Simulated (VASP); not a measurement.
# SbSeBr3 (P-6m2) in VASP: a series of runs

The runs below take SbSeBr3 through single point, relaxation of cell and atoms, with PBE.

Program: VASP 6.6.1. These are calculated values, not measurements. Logs are shortened: lines on timing, memory, paths and dates and some standing lists are left out, and cuts for length are marked.

### Step 1. The cell of the first run

Symmetry: P-6m2, No. 187, hexagonal system. The conventional cell has a = 5.128 Å, b = 5.128 Å, c = 7.024 Å, α = 90.00°, β = 90.00°, γ = 120.00°. Within 3.9 Å of Sb (site symmetry -6m2) lie 3 Se at 2.96 Å and 2 Br at 3.51 Å. Se (site symmetry -6m2) has 3 Sb at 2.96 Å and 2 Br at 3.51 Å within 3.9 Å. Within 3.9 Å of Br (site symmetry -6m2) lie 6 Br at 2.96 Å and 2 Sb at 3.51 Å. Br (site symmetry -6m2) has 6 Br at 2.96 Å within 3.9 Å. Br (site symmetry -6m2) has 6 Br at 2.96 Å and 2 Se at 3.51 Å within 3.9 Å.

The cell was generated, and may not be a known phase.

### Step 2. Single point, PBE

INCAR reads:

```
  PREC = Accurate
  ENCUT = 520
  EDIFF = 1E-6
  ISMEAR = 0
  SIGMA = 0.1
  LREAL = F
  LASPH = T
  NELM = 60
  ALGO = Fast
  ISIF = 2
  LWAVE = F
  LCHARG = F
  GGA = PE
  NBANDS = 24
```

KPOINTS reads:

```
Automatic mesh
0
Gamma
  12 12 6
```

POSCAR reads:

```
SbSeBr3
1.0
    5.1279652102      0.0000000000      0.0000000000
   -2.5639826051      4.4409481418      0.0000000000
    0.0000000000      0.0000000000      7.0236400937
Sb Se Br
1 1 3
Direct
    0.0000000000      0.0000000000      0.0000000000
    0.3333333333      0.6666666667      0.0000000000
    0.0000000000      0.0000000000      0.5000000000
    0.6666666667      0.3333333333      0.5000000000
    0.3333333333      0.6666666667      0.5000000000
```

Potentials or basis: VASP PAW PBE potentials, release 64 (Sb, Se, Br).

On the command line:

```sh
$ cat potpaw_PBE.64/Sb/POTCAR potpaw_PBE.64/Se/POTCAR potpaw_PBE.64/Br/POTCAR > POTCAR
$ mpirun -np 1 vasp_std > vasp.out
```

OUTCAR:

```text
PREC = Accurate
   ENCUT = 520
   EDIFF = 1E-6
   ISMEAR = 0
   LREAL = F
   LASPH = T
   NELM = 60
   ISIF = 2
   GGA = PE

 ion  position               nearest neighbor table
   1  0.000  0.000  0.000-   2 2.96   2 2.96   2 2.96
   2  0.333  0.667  0.000-   1 2.96   1 2.96   1 2.96
   3  0.000  0.000  0.500-
   4  0.667  0.333  0.500-
   5  0.333  0.667  0.500-

  LATTYP: Found a hexagonal cell.
 ALAT       =     5.1279652102
 C/A-ratio  =     1.3696738971

  Lattice vectors:

 A1 = (   5.1279652102,   0.0000000000,   0.0000000000)
 A2 = (  -2.5639826051,   4.4409481418,   0.0000000000)
 A3 = (   0.0000000000,   0.0000000000,   7.0236400937)

Analysis of symmetry for initial positions (statically):
=====================================================================
 Subroutine PRICEL returns:
 Original cell was already a primitive cell.

 Routine SETGRP: Setting up the symmetry group for a
 hexagonal supercell.

 Subroutine GETGRP returns: Found 12 space group operations
 (whereof 12 operations were pure point group operations)
 out of a pool of 24 trial point group operations.

The static configuration has the point symmetry D_3h.

Analysis of symmetry for dynamics (positions and initial velocities):
=====================================================================
 Subroutine PRICEL returns:
 Original cell was already a primitive cell.

 Routine SETGRP: Setting up the symmetry group for a
 hexagonal supercell.

 Subroutine GETGRP returns: Found 12 space group operations
 (whereof 12 operations were pure point group operations)
 out of a pool of 24 trial point group operations.

The dynamic configuration has the point symmetry D_3h.

 Subroutine INISYM returns: Found 12 space group operations
 (whereof 12 operations are pure point group operations),
 and found     1 'primitive' translations

----------------------------------------------------------------------------------------

                                     Primitive cell

  volume of cell :     159.9495

  direct lattice vectors                    reciprocal lattice vectors
     5.127965210  0.000000000  0.000000000     0.195009123  0.112588570  0.000000000
    -2.563982605  4.440948142  0.000000000     0.000000000  0.225177140  0.000000000
     0.000000000  0.000000000  7.023640094     0.000000000  0.000000000  0.142376316

  length of vectors
     5.127965210  5.127965210  7.023640094     0.225177140  0.225177140  0.142376316

  position of ions in fractional coordinates (direct lattice)
     0.000000000  0.000000000  0.000000000
     0.333333333  0.666666667  0.000000000
     0.000000000  0.000000000  0.500000000
     0.666666667  0.333333333  0.500000000
     0.333333333  0.666666667  0.500000000

  ion indices of the primitive-cell ions
   primitive index   ion index
                 1           1
                 2           2
                 3           3
                 4           4
                 5           5

----------------------------------------------------------------------------------------

 KPOINTS: Automatic mesh

Automatic generation of k-mesh.
 Grid dimensions read from file:
 generate k-points for:   12   12    6

 Generating k-lattice:

  Cartesian coordinates                     Fractional coordinates (reciprocal lattice)
     0.016250760  0.009382381  0.000000000     0.083333333  0.000000000  0.000000000
     0.000000000  0.018764762  0.000000000     0.000000000  0.083333333  0.000000000
     0.000000000  0.000000000  0.023729386     0.000000000  0.000000000  0.166666667

  Length of vectors
     0.018764762  0.018764762  0.023729386

  Shift w.r.t. Gamma in fractional coordinates (k-lattice)
     0.000000000  0.000000000  0.000000000

 Subroutine IBZKPT returns following result:
 ===========================================

 Found     76 irreducible k-points:

 Following reciprocal coordinates:
            Coordinates               Weight
  0.000000  0.000000  0.000000      1.000000
  0.083333  0.000000  0.000000      6.000000
  0.166667  0.000000  0.000000      6.000000
  0.250000  0.000000  0.000000      6.000000
  0.333333  0.000000  0.000000      6.000000
  0.416667  0.000000  0.000000      6.000000
[... 16 lines left out ...]
  0.250000  0.000000  0.166667     12.000000
  0.333333  0.000000  0.166667     12.000000
 [... further k-points ...]
   k-points           NKPTS =     76   k-points in BZ     NKDIM =     76   number of bands    NBANDS=     24
   number of dos      NEDOS =    301   number of ions     NIONS =      5
   total plane-waves  NPLWV =  86400
   dimension x,y,z NGX =    40 NGY =   40 NGZ =   54
   dimension x,y,z NGXF=    80 NGYF=   80 NGZF=  108
   ions per type =               1   1   3
   NGX,Y,Z   is equivalent  to a cutoff of  12.97, 12.97, 12.78 a.u.
   NGXF,Y,Z  is equivalent  to a cutoff of  25.94, 25.94, 25.56 a.u.
 SYSTEM =  unknown system
   PREC   = accura    normal or accurate (medium, high low for compatibility)
   ISTART =      0    job   : 0-new  1-cont  2-samecut
   ICHARG =      2    charge: 1-file 2-atom 10-const
   ISPIN  =      1    spin polarized calculation?
   LNONCOLLINEAR =      F non collinear calculations
   LSORBIT =      F    spin-orbit coupling
   LASPH  =      T    aspherical Exc in radial PAW
   ENCUT  =  520.0 eV  38.22 Ry    6.18 a.u.   9.53  9.53 13.06*2*pi/ulx,y,z
   NELM   =     60;   NELMIN=  2; NELMDL= -5     # of ELM steps
   EDIFF  = 0.1E-05   stopping-criterion for ELM
   LREAL  =      F    real-space projection
[... 7 lines left out ...]
   TEBEG  =    0.0;   TEEND  =   0.0 temperature during run
   PSTRESS=    0.0 pullay stress
   NELECT =      32.0000    total number of electrons
   NUPDOWN=      -1.0000    fix difference up-down
   EMIN   =  10.00;   EMAX   =-10.00  energy-range for DOS
   EFERMI =   0.00;   METHOD = LEGACY
   ISMEAR =     0;   SIGMA  =   0.10  broadening in eV -4-tet -1-fermi 0-gaus
   EFERMI_NEDOS =   21; number of points for ismear=-14 and -15
   IALGO  =     68    algorithm
   IMIX   =      4    mixing-type and parameters
     AMIX     =   0.40;   BMIX     =  1.00
     AMIX_MAG =   1.60;   BMIX_MAG =  1.00
  volume/ion in A,a.u.               =      31.99       215.88
  Fermi-wavevector in a.u.,A,eV,Ry     =   0.957482  1.809378 12.473430  0.916771
  Thomas-Fermi vector in A             =   2.086504
   LORBIT       =      0    0 simple, 1 ext, 2 COOP (PROOUT), +10 PAW based schemes
   GGA     = PE    functional components
   LHFCALC =     F    Hartree Fock is set to
   AEXX    =    0.0000 exact exchange contribution
   IVDW    =     0    specifies the selected vdW correction
   LEPSILON=     F    determine dielectric tensor
   LRPA    =     F    only Hartree local field effects (RPA)
 non-spin polarized calculation
 RMM-DIIS sequential band-by-band and
 Gauss-broadening in eV      SIGMA  =   0.10
  energy-cutoff  :      520.00
  volume of cell :      159.95
 maximum number of plane-waves:      4346
 NGX is ok and might be reduce to    40
   NGX = 19   NGY = 19   NGZ = 27

 number of electron      32.0000003 magnetization

 Free energy of the ion-electron system (eV)
  ---------------------------------------------------
  ext. energy  EPLUGINS =         0.00000000
  ---------------------------------------------------
  free energy    TOTEN  =       -10.65744491 eV

  energy without entropy =      -10.63474994  energy(sigma->0) =      -10.64609743

 E-fermi :   2.3185     XC(G=0):  -8.3787

 val. band max:        2.3088790145   @ k =   0.3333   0.2500   0.5000
 cond. band min:       2.3260265905   @ k =   0.4167   0.0833   0.0000
 fundamental gap:      0.0171475760
 Fermi energy:         2.3184690677

 k-point     1 :       0.0000    0.0000    0.0000
  band No.  band energies     occupation
      1     -13.9764      2.00000
      2     -11.5036      2.00000
      3     -11.2884      2.00000
      4     -10.6261      2.00000
      5      -5.7662      2.00000
      6      -2.4193      2.00000
[... 16 lines left out ...]
     23       8.7607      0.00000
     24       8.7607      0.00000

 k-point     2 :       0.0833    0.0000    0.0000
  band No.  band energies     occupation
      1     -13.9402      2.00000
      2     -11.5397      2.00000
      3     -11.3243      2.00000
      4     -10.6062      2.00000
      5      -5.8547      2.00000
      6      -2.4234      2.00000
[... 16 lines left out ...]
     23       8.6467      0.00000
     24       8.8419      0.00000

 k-point     3 :       0.1667    0.0000    0.0000
  band No.  band energies     occupation
      1     -13.8329      2.00000
      2     -11.6478      2.00000
      3     -11.4229      2.00000
      4     -10.5491      2.00000
      5      -6.0850      2.00000
      6      -2.8087      2.00000
[... 16 lines left out ...]
     23       8.5457      0.00000
     24       9.1555      0.00000

 k-point     4 :       0.2500    0.0000    0.0000
  band No.  band energies     occupation
      1     -13.6580      2.00000
      2     -11.8385      2.00000
      3     -11.5446      2.00000
      4     -10.4646      2.00000
      5      -6.3795      2.00000
      6      -3.1147      2.00000
[... 16 lines left out ...]
     23       8.5957      0.00000
     24       9.5422      0.00000

 k-point     5 :       0.3333    0.0000    0.0000
  band No.  band energies     occupation
      1     -13.4229      2.00000
      2     -12.1126      2.00000
      3     -11.6440      2.00000
      4     -10.3715      2.00000
      5      -6.6596      2.00000
      6      -3.3359      2.00000
[... 451 lines left out ...]
 k-point    22 :       0.1667    0.0000    0.1667
  band No.  band energies     occupation
      1     -13.8314      2.00000
      2     -11.6471      2.00000
      3     -11.4205      2.00000
      4     -10.5590      2.00000
      5      -6.1049      2.00000
      6      -2.8029      2.00000
[... 16 lines left out ...]
     23       8.7424      0.00000
     24       9.4080      0.00000

 k-point    23 :       0.2500    0.0000    0.1667
  band No.  band energies     occupation
      1     -13.6565      2.00000
      2     -11.8376      2.00000
      3     -11.5427      2.00000
      4     -10.4738      2.00000
      5      -6.3984      2.00000
      6      -3.1091      2.00000
[... 16 lines left out ...]
     23       8.8268      0.00000
     24       9.7622      0.00000

 k-point    24 :       0.3333    0.0000    0.1667
  band No.  band energies     occupation
      1     -13.4215      2.00000
      2     -12.1114      2.00000
      3     -11.6425      2.00000
      4     -10.3800      2.00000
      5      -6.6780      2.00000
      6      -3.3303      2.00000
[... 16 lines left out ...]
     23       8.9697      0.00000
     24       9.6410      0.00000

 [... further k-points ...]

------------------------ aborting loop because EDIFF is reached ----------------------------------------

  FORCE on cell =-STRESS in cart. coord.  units (eV):
  Direction    XX          YY          ZZ          XY          YZ          ZX
  --------------------------------------------------------------------------------------
  -------------------------------------------------------------------------------------
  Total       -0.0348533     -0.0348533     -0.0089345      0.0000000     -0.0000000      0.0000000
  in kB       -0.3491169     -0.3491169     -0.0894951      0.0000000     -0.0000000      0.0000000
  external PRESSURE =      -0.2625763 kB  Pullay stress =       0.0000000 kB

 VOLUME and BASIS-vectors are now :
 -----------------------------------------------------------------------------
  energy-cutoff  :      520.00
  volume of cell :      159.95
      direct lattice vectors                 reciprocal lattice vectors
     5.127965210  0.000000000  0.000000000     0.195009123  0.112588570  0.000000000
    -2.563982605  4.440948142  0.000000000     0.000000000  0.225177140  0.000000000
     0.000000000  0.000000000  7.023640094     0.000000000  0.000000000  0.142376316

 POSITION                                       TOTAL-FORCE (eV/Angst)
 -----------------------------------------------------------------------------------
      0.00000      0.00000      0.00000         0.000000      0.000000      0.000000
     -0.00000      2.96063      0.00000         0.000000      0.000000      0.000000
      0.00000      0.00000      3.51182         0.000000      0.000000      0.000000
      2.56398      1.48032      3.51182         0.000000      0.000000      0.000000
     -0.00000      2.96063      3.51182        -0.000000      0.000000      0.000000
 -----------------------------------------------------------------------------------
    total drift:                                0.000000     -0.000000      0.000000

  FREE ENERGIE OF THE ION-ELECTRON SYSTEM (eV)
  ---------------------------------------------------
  free  energy   TOTEN  =       -10.6574449074 eV

  energy  without entropy=      -10.6347499449  energy(sigma->0) =      -10.64609743
```

Wall time 4.3 min (1 thread of Oxide Virtual Turin-like, shared host); peak memory 0.45 GiB.

What came out:

```yaml
Free_energy: -10.6574 eV
Pressure: 0.0 GPa
Band_gap_on_the_k_mesh: zero (bands 16 and 17 overlap by 1.14 eV)
```

Levels at points of the mesh, in eV from the Fermi level:
```
           k point  band 14  band 15  band 16  band 17  band 18  band 19
(0.00, 0.00, 0.00)    -1.65    -0.67     0.74     0.74     1.69     1.69
(0.50, 0.00, 0.00)    -0.49    -0.35    -0.34    -0.19     0.88     1.38
(0.00, 0.00, 0.50)    -1.54    -1.21     0.68     0.68     0.74     1.68
(0.50, 0.00, 0.50)    -1.49    -0.49    -0.44    -0.35    -0.19     1.38
```

Caveat: spin-orbit coupling is left out, which moves the levels of the heavy elements; this functional lacks dispersion, which binds layers or chains, so the pressure and a relaxed spacing across them are unreliable.

### Step 3. Relaxation of cell and atoms, PBE

This run uses another cell than the first one, of 31.78 Å³/atom.

INCAR reads:

```
ALGO = Fast ; EDIFF = 1E-6
EDIFFG = -0.04 ; ENCUT = 600
GGA = PE ; IBRION = 2
ISIF = 3 ; ISMEAR = 0
LASPH = T ; LCHARG = F
LREAL = F ; LWAVE = F
NELM = 60 ; NSW = 90
PREC = Accurate ; SIGMA = 0.1
```

KPOINTS reads:

```
k-points
0
Gamma
  6 6 4
```

Edit POSCAR of step 2 so:

```diff
@@ -2,5 +2,5 @@
 1.0
-    5.1279652102      0.0000000000      0.0000000000
-   -2.5639826051      4.4409481418      0.0000000000
-    0.0000000000      0.0000000000      7.0236400937
+    5.1013342686      0.0000000000      0.0000000000
+   -2.5506671343      4.4178850698      0.0000000000
+    0.0000000000      0.0000000000      7.0499649098
 Sb Se Br
```

Potentials or basis: VASP PAW PBE potentials, release 64 (Sb, Se, Br).

On the command line:

```sh
$ cat potpaw_PBE.64/Sb/POTCAR potpaw_PBE.64/Se/POTCAR potpaw_PBE.64/Br/POTCAR > POTCAR
$ mpirun -np 1 vasp_std > vasp.out
```

Wall time 3.7 min (1 thread of Oxide Virtual Turin-like, shared host); peak memory 0.33 GiB.

It converged, with:

| Quantity | Value |
| --- | --- |
| Free energy | -10.7428 eV |
| Relaxed volume | 31.48 Å³/atom |
| Relaxed cell | a = 5.138 Å, b = 5.138 Å, c = 6.885 Å, α = 90.00°, β = 90.00°, γ = 120.00° |
| Space group after relaxing (to 0.1 Å) | P-6m2 (No. 187) |
| Energy gained by relaxing | 2.0 meV/atom |
| Ionic steps | 5 |
| Pressure after relaxing | 0.0 GPa |
| Band gap on the k mesh | zero (bands 16 and 17 overlap by 1.11 eV) |

Stress tensor (GPa, compression positive):
```
-0.07  0.00  0.00
 0.00 -0.07  0.00
 0.00  0.00  0.05
```

Step by step:
| step | energy change (eV) | largest force (eV/Å) | pressure (GPa) | volume (Å³) |
| --- | --- | --- | --- | --- |
| 1 | 0.0000 | 0.0000 | 0.27 | 158.89 |
| 2 | -0.0056 | 0.0000 | -0.21 | 160.10 |
| 3 | -0.0057 | 0.0000 | -0.29 | 160.28 |
| 4 | -0.0082 | 0.0000 | -0.20 | 159.27 |
| 5 | -0.0098 | 0.0000 | -0.03 | 157.39 |

Final structure:
```
CELL_PARAMETERS angstrom
5.13784 0.00000 0.00000
-2.56892 4.44950 0.00000
0.00000 0.00000 6.88477
ATOMIC_POSITIONS crystal
Sb 0.00000 0.00000 0.00000
Se 0.33333 0.66667 0.00000
Br 0.00000 0.00000 0.50000
Br 0.66667 0.33333 0.50000
Br 0.33333 0.66667 0.50000
```

Levels at points of the mesh, in eV from the Fermi level:
| k point | band 13 | band 14 | band 15 | band 16 | band 17 | band 18 | band 19 | band 20 |
| --- | --- | --- | --- | --- | --- | --- | --- | --- |
| (0.00, 0.00, 0.00) | -2.24 | -1.69 | -0.56 | 0.69 | 0.69 | 1.59 | 1.59 | 1.81 |
| (0.50, 0.00, 0.00) | -2.09 | -0.60 | -0.40 | -0.28 | -0.20 | 0.97 | 1.31 | 2.62 |
| (0.00, 0.00, 0.50) | -2.47 | -1.67 | -1.28 | 0.62 | 0.62 | 0.65 | 1.58 | 1.58 |
| (0.50, 0.00, 0.50) | -1.71 | -1.52 | -0.59 | -0.51 | -0.40 | -0.27 | 1.31 | 2.56 |

Caveat: spin-orbit coupling is left out, which moves the levels of the heavy elements; this functional lacks dispersion, which binds layers or chains, so the pressure and a relaxed spacing across them are unreliable.
